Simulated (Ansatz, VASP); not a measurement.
## Mg6F: VASP beside Ansatz

File INCAR:

```
SYSTEM = Mg6F
PREC = Accurate ; ENCUT = 600
EDIFF = 1E-7 ; ISMEAR = 0
SIGMA = 0.1 ; LREAL = .FALSE.
LASPH = .TRUE. ; NELM = 60
ALGO = Normal ; ISIF = 3
LWAVE = .FALSE. ; LCHARG = .FALSE.
GGA = PE ; IBRION = 2
NSW = 100 ; EDIFFG = -0.01
```

KPOINTS

```
Automatic mesh
0
G
  6 6 6
  0 0 0
```

File POSCAR:

```
Mg6F
1.0
    7.4048052007      0.0000000000      0.0000000000
    0.0000000000      7.4048052007      0.0000000000
    0.0000000000      0.0000000000      7.4048052007
Mg F
6 1
Direct
    0.5000000000      0.5000000000      0.1982904155
    0.5000000000      0.5000000000      0.8017095845
    0.1982904155      0.5000000000      0.5000000000
    0.8017095845      0.5000000000      0.5000000000
    0.5000000000      0.1982904155      0.5000000000
    0.5000000000      0.8017095845      0.5000000000
    0.0000000000      0.0000000000      0.0000000000
```

Input for Ansatz:

```yaml
crystal:
  lattice:
    - [7.4048052007, 0.0, 0.0]
    - [0.0, 7.4048052007, 0.0]
    - [0.0, 0.0, 7.4048052007]
  atoms:
    - { symbol: Mg, position: [0.5, 0.5, 0.1982904155] }
    - { symbol: Mg, position: [0.5, 0.5, 0.8017095845] }
    - { symbol: Mg, position: [0.1982904155, 0.5, 0.5] }
    - { symbol: Mg, position: [0.8017095845, 0.5, 0.5] }
    - { symbol: Mg, position: [0.5, 0.1982904155, 0.5] }
    - { symbol: Mg, position: [0.5, 0.8017095845, 0.5] }
    - { symbol: F, position: [0.0, 0.0, 0.0] }
basis:
  ecutwfc: 420
kpoints:
  mp_grid: { grid: [6, 6, 6] }
hamiltonian:
  xc: pbe
scf:
  occupations: { method: gaussian, width: 0.1 }
output:
  forces: true
  stress: true
  eigenvalues: true
  write_density: true
  write_potential: true
  elf: true
  volumetric_format: npy
relax:
  adjacent_minimum: "off"
  f_tol: 0.01
  max_steps: 80
  cell: { stress_tol: 0.05 }
```

Change from the starting cell: species swapped into the ErB6 type (Pm-3m, No. 221).

Alike in both runs: task relaxation of cell and atoms; functional PBE; k mesh 6 × 6 × 6; occupations gaussian, width 0.1 eV; no spin polarisation.

|  | VASP | Ansatz |
| --- | --- | --- |
| version | VASP 6.6.1 | Ansatz 0.2.0 |
| potentials or method | VASP PAW PBE potentials, release 64 (Mg, F), cutoff 600 eV | scalar-relativistic, plane waves, PAW |
| valence electrons in the cell | 19 | 67 |

VASP gave:

| Item | Value |
| --- | --- |
| gap on the k mesh at the Fermi level, each at its own relaxed structure (eV) | none |
| relaxed volume (Å³/atom) | 55.87 |
| relaxed cell length with the largest relative difference (Å) | 7.313 |

**Question.** What did Ansatz give for the same quantities?

**Answer.** gap on the k mesh at the Fermi level, each at its own relaxed structure (eV): none; relaxed volume (Å³/atom): 56.19; relaxed cell length with the largest relative difference (Å): 7.327.

A gap of «none» marks a metal or a gap that the smearing closes. VASP's potentials hold 19 valence electrons a cell and Ansatz's 67, so a difference there can come from the potentials and not from the codes. Ansatz's warnings: xc potential rough in thin density.
